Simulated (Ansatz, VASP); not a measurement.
## Two plane-wave programs on Tc

The input INCAR:

```
  PREC = Accurate
  ENCUT = 520
  EDIFF = 1E-6
  ISMEAR = 0
  SIGMA = 0.05
  LREAL = False
  LASPH = True
  NELM = 60
  ALGO = Normal
  ISIF = 2
  LWAVE = False
  LCHARG = False
  GGA = PE
  NBANDS = 12
```

KPOINTS

```
Automatic mesh
0
Gamma
  10 10 10
```

POSCAR

```
Tc
1.0
   -1.5401792766      1.5401792766      1.5401792766
    1.5401792766     -1.5401792766      1.5401792766
    1.5401792766      1.5401792766     -1.5401792766
Tc
1
Direct
    0.0000000000      0.0000000000      0.0000000000
```

Input for Ansatz:

```yaml
crystal:
  lattice:
    - [-1.5401792766, 1.5401792766, 1.5401792766]
    - [1.5401792766, -1.5401792766, 1.5401792766]
    - [1.5401792766, 1.5401792766, -1.5401792766]
  atoms:
    - { symbol: Tc, position: [0.0, 0.0, 0.0] }
basis:
  ecutwfc: 600
  ecutrho_ratio: 5
kpoints:
  mp_grid: { grid: [10, 10, 10] }
hamiltonian:
  xc: pbe
scf:
  occupations: { method: gaussian, width: 0.05 }
output:
  forces: true
  stress: true
  eigenvalues: true
```

Alike in both runs: task single point; functional PBE; k mesh 10 × 10 × 10; occupations gaussian, width 0.05 eV; no spin polarisation.

```csv
,VASP,Ansatz
version,VASP 6.6.1,Ansatz 0.2.0
potentials or method,"VASP PAW PBE potentials, release 64 (Tc_pv), cutoff 520 eV","scalar-relativistic, plane waves, PAW"
valence electrons in the cell,13,15
```

```tsv
	VASP	Ansatz	Ansatz less VASP
gap on the k mesh at the Fermi level (eV)	none	none	-
pressure (GPa)	-0.6	0.0	+0.64
```

A gap of «none» marks a metal or a gap that the smearing closes. The functional is the same, so the differences come from potentials, cutoffs and numerics. VASP's potentials hold 13 valence electrons a cell and Ansatz's 15, so a difference there can come from the potentials and not from the codes.
